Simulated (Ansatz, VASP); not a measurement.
# Two plane-wave programs on Sb

The input POSCAR:

```
Sb
1.0
    2.1250856202      1.2269187549      3.7072099901
   -2.1250856202      1.2269187549      3.7072099901
    0.0000000000     -2.4538375098      3.7072099901
Sb
2
Direct
    0.7665100000      0.7665100000      0.7665100000
    0.2334900000      0.2334900000      0.2334900000
```

INCAR.step1

```
PREC = Accurate
ENCUT = 520
ISMEAR = -1
SIGMA = 0.05
LREAL = False
LASPH = True
NELM = 80
NBANDS = 12
GGA = PE
ALGO = Normal
EDIFF = 1E-4
LWAVE = True
LCHARG = False
```

File INCAR.step2:

```
PREC = Accurate
ENCUT = 520
EDIFF = 1E-6
ISMEAR = -1
SIGMA = 0.05
LREAL = False
LASPH = True
NELM = 80
ALGO = Normal
ISIF = 2
LWAVE = False
LCHARG = False
METAGGA = R2SCAN
LMIXTAU = True
NBANDS = 12
ISTART = 1
```

The input KPOINTS:

```
regular mesh
0
Gamma
  8 8 8
```

Contents of input.yaml:

```yaml
crystal:
  lattice:
    - [2.1250856202, 1.2269187549, 3.7072099901]
    - [-2.1250856202, 1.2269187549, 3.7072099901]
    - [0.0, -2.4538375098, 3.7072099901]
  atoms:
    - { symbol: Sb, position: [0.76651, 0.76651, 0.76651] }
    - { symbol: Sb, position: [0.23349, 0.23349, 0.23349] }
hamiltonian:
  xc: r2scan
  pseudopotentials: { kind: paw }
kpoints:
  mp_grid: { grid: [8, 8, 8] }
scf:
  occupations: { method: fermi_dirac, width: 0.05 }
output:
  forces: true
  stress: true
  eigenvalues: true
```

Alike in both runs: task single point; functional r2SCAN; k mesh 8 × 8 × 8; occupations fermi-dirac, width 0.05 eV; no spin polarisation.

|  | VASP | Ansatz |
| --- | --- | --- |
| version | VASP 6.6.1 | Ansatz 0.2.0 |
| potentials or method | VASP PAW PBE potentials, release 64 (Sb) | Ansatz PAW |
| plane-wave cutoff (eV) | 520 | 500 |
| valence electrons in the cell | 10 | 30 |

|  | VASP | Ansatz | Ansatz less VASP |
| --- | --- | --- | --- |
| gap on the k mesh at the Fermi level (eV) | none | none | - |
| pressure (GPa) | 4.6 | 4.4 | -0.18 |
| traceless stress, the component that is largest in VASP (GPa) | -0.59 | -0.52 | +0.073 |
| rms of the force components (eV/Å) | 0.165 | 0.129 | -0.0370 |

VASP's potentials were made for PBE, not for r2SCAN. Atom by atom the forces differ by 0.037 eV/Å (rms over components). A gap of «none» marks a metal or a gap that the smearing closes. VASP's potentials hold 10 valence electrons a cell and Ansatz's 30, so a difference there can come from the potentials and not from the codes.

Spin-orbit coupling is off throughout.
